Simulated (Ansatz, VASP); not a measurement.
Yb3InC: VASP beside Ansatz

File INCAR:

```
PREC = Accurate ; ENCUT = 520
EDIFF = 1E-7 ; ISMEAR = 0
SIGMA = 0.1 ; LREAL = F
LASPH = T ; NELM = 80
ALGO = Normal ; ISIF = 2
LWAVE = F ; LCHARG = F
GGA = PE ; NBANDS = 52
```

KPOINTS

```
regular mesh
0
Gamma
  5 5 5
```

POSCAR

```
Yb3InC
1.0
    5.0632500000      0.0000000000      0.0000000000
    0.0000000000      5.0632500000      0.0000000000
    0.0000000000      0.0000000000      5.0632500000
Yb In C
3 1 1
Direct
    0.5000000000      0.0000000000      0.5000000000
    0.0000000000      0.5000000000      0.5000000000
    0.5000000000      0.5000000000      0.0000000000
    0.0000000000      0.0000000000      0.0000000000
    0.5000000000      0.5000000000      0.5000000000
```

Input for Ansatz:

```yaml
crystal:
  lattice:
    bravais: cubic
    a: 5.06325
  space_group: 221
  atoms:
    - { symbol: Yb, position: [0.5, 0.0, 0.5] }
    - { symbol: In, position: [0.0, 0.0, 0.0] }
    - { symbol: C, position: [0.5, 0.5, 0.5] }
kpoints:
  mp_grid:
    grid: [5, 5, 5]
scf:
  occupations:
    method: gaussian
    width: 0.1
output:
  forces: true
  stress: true
```

Alike in both runs: task single point; functional PBE; k mesh 5 × 5 × 5; occupations gaussian, width 0.1 eV; no spin polarisation.

```csv
,VASP,Ansatz
version,VASP 6.6.1,Ansatz 0.2.0
potentials or method,"VASP PAW PBE potentials, release 64 (Yb, In_d, C)","plane waves, PAW"
plane-wave cutoff (eV),520,420
valence electrons in the cell,89,89
```

|  | VASP | Ansatz | Ansatz less VASP |
| --- | --- | --- | --- |
| pressure (GPa) | -3.7 | -3.7 | +0.05 |

Neither program's run includes spin-orbit coupling.
